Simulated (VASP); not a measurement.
# Ca2Si3N3 (Amm2) in VASP: single point with PBE

Aim: the single point of Ca2Si3N3 with PBE.

Program: VASP 6.6.1. These are calculated values, not measurements. Logs are shortened: lines on timing, memory, paths and dates and some standing lists are left out, and cuts for length are marked.

**1. The cell of the first run**

Symmetry: Amm2, No. 38, orthorhombic system. Conventional cell: a = 10.209 Å, b = 4.934 Å, c = 8.409 Å, α = 90.00°, β = 90.00°, γ = 90.00°. Ca (site symmetry m) has 3 N at 2.47 to 2.52 Å and 6 Si at 2.69 to 3.45 Å within 3.5 Å. Within 2.3 Å of Si (site symmetry m) lie 2 N at 1.71 to 1.81 Å. Si (site symmetry mm2) has 4 N at 1.78 to 2.49 Å within 2.5 Å. Within 2.3 Å of N (site symmetry m) lie 2 Si at 1.71 to 1.78 Å. Within 2.5 Å of N (site symmetry mm2) lie 4 Si at 1.81 to 2.49 Å and 2 Ca at 2.47 Å.

The cell was generated, and may not be a known phase.

**2. Single point, PBE**

File INCAR:

```
SYSTEM = Ca2Si3N3
PREC     = Accurate       ! precision mode
ENCUT    = 520            ! plane-wave cutoff, eV
EDIFF    = 1E-6           ! SCF threshold, eV
ISMEAR   = 0              ! smearing method
SIGMA    = 0.1            ! smearing width, eV
LREAL    = .FALSE.        ! projectors in reciprocal space
LASPH    = .TRUE.         ! aspherical terms in the spheres
NELM     = 100            ! most SCF steps
ALGO     = Normal         ! electronic algorithm
ISIF     = 2              ! what is computed and relaxed
LWAVE    = .FALSE.        ! write WAVECAR
LCHARG   = .FALSE.        ! write CHGCAR
GGA      = PE             ! functional
NBANDS   = 34             ! bands
```

File KPOINTS:

```
regular mesh
0
G
  4 8 8
  0 0 0
```

File POSCAR:

```
Ca2Si3N3
1.0
   10.2085060835      0.0000000000      0.0000000000
    0.0000000000      2.4670485491      4.2044957075
    0.0000000000     -2.4670485491      4.2044957075
Ca Si N
2 3 3
Direct
    0.8178089122      0.4054277871      0.4054277871
    0.1821910878      0.4054277871      0.4054277871
    0.8557472379      0.0883128192      0.0883128192
    0.1442527621      0.0883128192      0.0883128192
    0.0000000000      0.7502865289      0.7502865289
    0.1351457771      0.8847408468      0.8847408468
    0.8648542229      0.8847408468      0.8847408468
    0.0000000000      0.2127894950      0.2127894950
```

Potentials or basis: VASP PAW PBE potentials, release 64 (Ca_sv, Si, N).

Command:

```console
> cat potpaw_PBE.64/Ca_sv/POTCAR potpaw_PBE.64/Si/POTCAR potpaw_PBE.64/N/POTCAR > POTCAR
> mpirun -np 1 vasp_std > vasp.out
```

OUTCAR:

```text
SYSTEM = Ca2Si3N3
   PREC = Accurate
   ENCUT = 520
   EDIFF = 1E-6
   ISMEAR = 0
   LREAL = .FALSE.
   LASPH = .TRUE.
   NELM = 100
   ISIF = 2
   GGA = PE

 ion  position               nearest neighbor table
   1  0.818  0.405  0.405-   8 2.47   3 2.69   3 2.93   3 2.93
   2  0.182  0.405  0.405-   8 2.47   4 2.69   4 2.93   4 2.93
   3  0.856  0.088  0.088-   7 1.71   8 1.81   1 2.69   1 2.93   1 2.93   4 2.95
   4  0.144  0.088  0.088-   6 1.71   8 1.81   2 2.69   2 2.93   2 2.93   3 2.95
   5  0.000  0.750  0.750-   6 1.78   7 1.78
   6  0.135  0.885  0.885-   4 1.71   5 1.78
   7  0.865  0.885  0.885-   3 1.71   5 1.78
   8  0.000  0.213  0.213-   3 1.81   4 1.81   1 2.47   2 2.47

  LATTYP: Found a base centered orthorhombic cell.
 ALAT       =     4.9340970982
 B/A-ratio  =     1.7042614378
 C/A-ratio  =     2.0689714613

  Lattice vectors:

 A1 = (   0.0000000000,   2.4670485491,  -4.2044957075)
 A2 = (   0.0000000000,   2.4670485491,   4.2044957075)
 A3 = (  10.2085060835,   0.0000000000,   0.0000000000)

Analysis of symmetry for initial positions (statically):
=====================================================================
 Subroutine PRICEL returns:
 Original cell was already a primitive cell.

 Routine SETGRP: Setting up the symmetry group for a
 base centered orthorhombic supercell.

 Subroutine GETGRP returns: Found  4 space group operations
 (whereof  4 operations were pure point group operations)
 out of a pool of  8 trial point group operations.

The static configuration has the point symmetry C_2v.

Analysis of symmetry for dynamics (positions and initial velocities):
=====================================================================
 Subroutine PRICEL returns:
 Original cell was already a primitive cell.

 Routine SETGRP: Setting up the symmetry group for a
 base centered orthorhombic supercell.

 Subroutine GETGRP returns: Found  4 space group operations
 (whereof  4 operations were pure point group operations)
 out of a pool of  8 trial point group operations.

The dynamic configuration has the point symmetry C_2v.

 Subroutine INISYM returns: Found  4 space group operations
 (whereof  4 operations are pure point group operations),
 and found     1 'primitive' translations

----------------------------------------------------------------------------------------

                                     Primitive cell

  volume of cell :     211.7794

  direct lattice vectors                    reciprocal lattice vectors
    10.208506083  0.000000000  0.000000000     0.097957526  0.000000000  0.000000000
     0.000000000  2.467048549  4.204495707     0.000000000  0.202671326  0.118920326
     0.000000000 -2.467048549  4.204495707     0.000000000 -0.202671326  0.118920326

  length of vectors
    10.208506083  4.874844890  4.874844890     0.097957526  0.234984489  0.234984489

  position of ions in fractional coordinates (direct lattice)
     0.817808912  0.405427787  0.405427787
     0.182191088  0.405427787  0.405427787
     0.855747238  0.088312819  0.088312819
     0.144252762  0.088312819  0.088312819
     0.000000000  0.750286529  0.750286529
     0.135145777  0.884740847  0.884740847
     0.864854223  0.884740847  0.884740847
     0.000000000  0.212789495  0.212789495

  ion indices of the primitive-cell ions
   primitive index   ion index
                 1           1
                 2           2
                 3           3
                 4           4
                 5           5
                 6           6
                 7           7
                 8           8

----------------------------------------------------------------------------------------

 KPOINTS: regular mesh

Automatic generation of k-mesh.
 Grid dimensions read from file:
 generate k-points for:    4    8    8

 Generating k-lattice:

  Cartesian coordinates                     Fractional coordinates (reciprocal lattice)
     0.024489381  0.000000000  0.000000000     0.250000000  0.000000000  0.000000000
     0.000000000  0.025333916  0.014865041     0.000000000  0.125000000  0.000000000
     0.000000000 -0.025333916  0.014865041     0.000000000  0.000000000  0.125000000

  Length of vectors
     0.024489381  0.029373061  0.029373061

  Shift w.r.t. Gamma in fractional coordinates (k-lattice)
     0.000000000  0.000000000  0.000000000

 Subroutine IBZKPT returns following result:
 ===========================================

 Found     63 irreducible k-points:

 Following reciprocal coordinates:
            Coordinates               Weight
  0.000000  0.000000  0.000000      1.000000
  0.250000  0.000000  0.000000      2.000000
  0.500000  0.000000  0.000000      1.000000
  0.000000  0.125000  0.000000      4.000000
  0.250000  0.125000  0.000000      8.000000
  0.500000  0.125000  0.000000      4.000000
[... 16 lines left out ...]
  0.250000  0.375000  0.125000      8.000000
  0.500000  0.375000  0.125000      4.000000
 [... further k-points ...]
   k-points           NKPTS =     63   k-points in BZ     NKDIM =     63   number of bands    NBANDS=     34
   number of dos      NEDOS =    301   number of ions     NIONS =      8
   total plane-waves  NPLWV = 103680
   dimension x,y,z NGX =    80 NGY =   36 NGZ =   36
   dimension x,y,z NGXF=   160 NGYF=   72 NGZF=   72
   ions per type =               2   3   3
   NGX,Y,Z   is equivalent  to a cutoff of  13.03, 12.28, 12.28 a.u.
   NGXF,Y,Z  is equivalent  to a cutoff of  26.06, 24.55, 24.55 a.u.
 SYSTEM =  Ca2Si3N3
   PREC   = accura    normal or accurate (medium, high low for compatibility)
   ISTART =      0    job   : 0-new  1-cont  2-samecut
   ICHARG =      2    charge: 1-file 2-atom 10-const
   ISPIN  =      1    spin polarized calculation?
   LNONCOLLINEAR =      F non collinear calculations
   LSORBIT =      F    spin-orbit coupling
   LASPH  =      T    aspherical Exc in radial PAW
   ENCUT  =  520.0 eV  38.22 Ry    6.18 a.u.  18.98  9.06  9.06*2*pi/ulx,y,z
   NELM   =    100;   NELMIN=  2; NELMDL= -5     # of ELM steps
   EDIFF  = 0.1E-05   stopping-criterion for ELM
   LREAL  =      F    real-space projection
   EDIFFG = 0.1E-04   stopping-criterion for IOM
   NSW    =      0    number of steps for IOM
   IBRION =     -1    ionic relax: 0-MD 1-quasi-New 2-CG
   NFREE  =      0    steps in history (QN), initial steepest desc. (CG)
   ISIF   =      2    stress and relaxation
   ISYM   =      2    0-nonsym 1-usesym 2-fastsym
   POTIM  = 0.5000    time-step for ionic-motion
   TEBEG  =    0.0;   TEEND  =   0.0 temperature during run
   PSTRESS=    0.0 pullay stress
   NELECT =      47.0000    total number of electrons
   NUPDOWN=      -1.0000    fix difference up-down
   EMIN   =  10.00;   EMAX   =-10.00  energy-range for DOS
   EFERMI =   0.00;   METHOD = LEGACY
   ISMEAR =     0;   SIGMA  =   0.10  broadening in eV -4-tet -1-fermi 0-gaus
   EFERMI_NEDOS =   21; number of points for ismear=-14 and -15
   IALGO  =     38    algorithm
   IMIX   =      4    mixing-type and parameters
     AMIX     =   0.40;   BMIX     =  1.00
     AMIX_MAG =   1.60;   BMIX_MAG =  1.00
  volume/ion in A,a.u.               =      26.47       178.64
  Fermi-wavevector in a.u.,A,eV,Ry     =   0.991166  1.873031 13.366487  0.982409
  Thomas-Fermi vector in A             =   2.122888
   LORBIT       =      0    0 simple, 1 ext, 2 COOP (PROOUT), +10 PAW based schemes
   GGA     = PE    functional components
   LHFCALC =     F    Hartree Fock is set to
   AEXX    =    0.0000 exact exchange contribution
   IVDW    =     0    specifies the selected vdW correction
   LEPSILON=     F    determine dielectric tensor
   LRPA    =     F    only Hartree local field effects (RPA)
 non-spin polarized calculation
 Gauss-broadening in eV      SIGMA  =   0.10
  energy-cutoff  :      520.00
  volume of cell :      211.78
 maximum number of plane-waves:      5730
 NGX is ok and might be reduce to    80
   NGX = 37   NGY = 19   NGZ = 19

 number of electron      46.9999998 magnetization

 Free energy of the ion-electron system (eV)
  ---------------------------------------------------
  ext. energy  EPLUGINS =         0.00000000
  ---------------------------------------------------
  free energy    TOTEN  =       -47.47991503 eV

  energy without entropy =      -47.46704039  energy(sigma->0) =      -47.47347771

 E-fermi :   2.2063     XC(G=0):  -6.9116

 val. band max:        2.1596276506   @ k =   0.0000  -0.3750   0.1250
 cond. band min:       2.2167809829   @ k =   0.5000  -0.2500   0.2500
 fundamental gap:      0.0571533322
 Fermi energy:         2.2063321429

 k-point     1 :       0.0000    0.0000    0.0000
  band No.  band energies     occupation
      1     -38.8372      2.00000
      2     -38.8321      2.00000
      3     -20.0675      2.00000
      4     -19.9686      2.00000
      5     -19.9139      2.00000
      6     -19.8965      2.00000
[... 26 lines left out ...]
     33       6.1926      0.00000
     34       6.4918      0.00000

 k-point     2 :       0.2500    0.0000    0.0000
  band No.  band energies     occupation
      1     -38.8372      2.00000
      2     -38.8321      2.00000
      3     -20.0675      2.00000
      4     -19.9687      2.00000
      5     -19.9139      2.00000
      6     -19.8965      2.00000
[... 26 lines left out ...]
     33       6.4131      0.00000
     34       6.5158      0.00000

 k-point     3 :       0.5000    0.0000    0.0000
  band No.  band energies     occupation
      1     -38.8372      2.00000
      2     -38.8321      2.00000
      3     -20.0675      2.00000
      4     -19.9687      2.00000
      5     -19.9139      2.00000
      6     -19.8965      2.00000
[... 26 lines left out ...]
     33       6.5381      0.00000
     34       6.6734      0.00000

 k-point     4 :       0.0000    0.1250    0.0000
  band No.  band energies     occupation
      1     -38.8371      2.00000
      2     -38.8320      2.00000
      3     -20.0667      2.00000
      4     -19.9685      2.00000
      5     -19.9153      2.00000
      6     -19.8975      2.00000
[... 26 lines left out ...]
     33       6.2156      0.00000
     34       6.5002      0.00000

 k-point     5 :       0.2500    0.1250    0.0000
  band No.  band energies     occupation
      1     -38.8371      2.00000
      2     -38.8320      2.00000
      3     -20.0667      2.00000
      4     -19.9686      2.00000
      5     -19.9153      2.00000
      6     -19.8975      2.00000
[... 621 lines left out ...]
 k-point    22 :       0.0000    0.3750    0.1250
  band No.  band energies     occupation
      1     -38.8366      2.00000
      2     -38.8316      2.00000
      3     -20.0638      2.00000
      4     -19.9690      2.00000
      5     -19.9253      2.00000
      6     -19.9043      2.00000
[... 26 lines left out ...]
     33       6.1835      0.00000
     34       6.4636      0.00000

 k-point    23 :       0.2500    0.3750    0.1250
  band No.  band energies     occupation
      1     -38.8366      2.00000
      2     -38.8316      2.00000
      3     -20.0638      2.00000
      4     -19.9690      2.00000
      5     -19.9253      2.00000
      6     -19.9043      2.00000
[... 26 lines left out ...]
     33       6.1403      0.00000
     34       6.5934      0.00000

 k-point    24 :       0.5000    0.3750    0.1250
  band No.  band energies     occupation
      1     -38.8366      2.00000
      2     -38.8316      2.00000
      3     -20.0638      2.00000
      4     -19.9690      2.00000
      5     -19.9253      2.00000
      6     -19.9043      2.00000
[... 26 lines left out ...]
     33       6.0878      0.00000
     34       6.7777      0.00000

 [... further k-points ...]

------------------------ aborting loop because EDIFF is reached ----------------------------------------

  FORCE on cell =-STRESS in cart. coord.  units (eV):
  Direction    XX          YY          ZZ          XY          YZ          ZX
  --------------------------------------------------------------------------------------
  -------------------------------------------------------------------------------------
  Total        0.0322719      0.1299564      0.0709816      0.0000000      0.0000000      0.0000000
  in kB        0.2441471      0.9831603      0.5369978      0.0000000      0.0000000      0.0000000
  external PRESSURE =       0.5881017 kB  Pullay stress =       0.0000000 kB

 VOLUME and BASIS-vectors are now :
 -----------------------------------------------------------------------------
  energy-cutoff  :      520.00
  volume of cell :      211.78
      direct lattice vectors                 reciprocal lattice vectors
    10.208506083  0.000000000  0.000000000     0.097957526  0.000000000  0.000000000
     0.000000000  2.467048549  4.204495707     0.000000000  0.202671326  0.118920326
     0.000000000 -2.467048549  4.204495707     0.000000000 -0.202671326  0.118920326

 POSITION                                       TOTAL-FORCE (eV/Angst)
 -----------------------------------------------------------------------------------
      8.34861      0.00000      3.40924        -0.023422      0.000000      0.020040
      1.85990      0.00000      3.40924         0.023422      0.000000      0.020040
      8.73590      0.00000      0.74262         0.002500      0.000000     -0.003068
      1.47261      0.00000      0.74262        -0.002500      0.000000     -0.003068
      0.00000      0.00000      6.30915         0.000000      0.000000      0.006802
      1.37964      0.00000      7.43978        -0.009231      0.000000     -0.006652
      8.82887      0.00000      7.43978         0.009231      0.000000     -0.006652
      0.00000      0.00000      1.78935         0.000000      0.000000     -0.027443
 -----------------------------------------------------------------------------------
    total drift:                               -0.000000     -0.000000      0.000847

  FREE ENERGIE OF THE ION-ELECTRON SYSTEM (eV)
  ---------------------------------------------------
  free  energy   TOTEN  =       -47.4799150276 eV

  energy  without entropy=      -47.4670403939  energy(sigma->0) =      -47.47347771
```

It took 4.7 min on 1 thread of Intel Xeon 6975P-C (Granite Rapids), shared host; peak memory 0.57 GiB.

Results:

```
Free energy            : -47.4799 eV
Pressure               : 0.1 GPa
Largest force          : 0.031 eV/Å
Band gap on the k mesh : zero (an odd number of electrons rules out a gap without spin polarisation)
```

Forces in eV/Å, atoms in the order of the input:
```
Ca  -0.023  0.000  0.020
Ca   0.023  0.000  0.020
Si   0.003  0.000 -0.003
Si  -0.003  0.000 -0.003
Si   0.000  0.000  0.007
N   -0.009  0.000 -0.007
N    0.009  0.000 -0.007
N    0.000  0.000 -0.027
```

Levels at points of the mesh, in eV from the Fermi level:
```tsv
k point	band 20	band 21	band 22	band 23	band 24	band 25	band 26	band 27
(0.00, 0.00, 0.00)	-2.86	-2.75	-1.27	-1.09	-0.60	0.95	0.99	2.40
(0.50, 0.00, 0.00)	-2.86	-2.79	-1.24	-1.11	-0.60	1.00	1.20	2.00
(0.00, 0.50, 0.00)	-2.37	-2.35	-1.05	-0.56	-0.12	0.92	1.97	2.26
(0.50, 0.50, 0.00)	-2.39	-2.34	-1.08	-0.55	-0.14	0.98	2.20	2.36
(0.00, 0.50, 0.50)	-2.30	-2.13	-1.66	-1.19	1.02	1.61	1.91	2.16
(0.50, 0.50, 0.50)	-2.30	-2.14	-1.65	-1.25	1.03	1.60	1.98	2.29
```

Caveat: an odd number of electrons without spin polarisation forces a metal; a magnetic or distorted state may lie lower.

The gap in the log of VASP goes by the Fermi energy; the results here count the filled bands.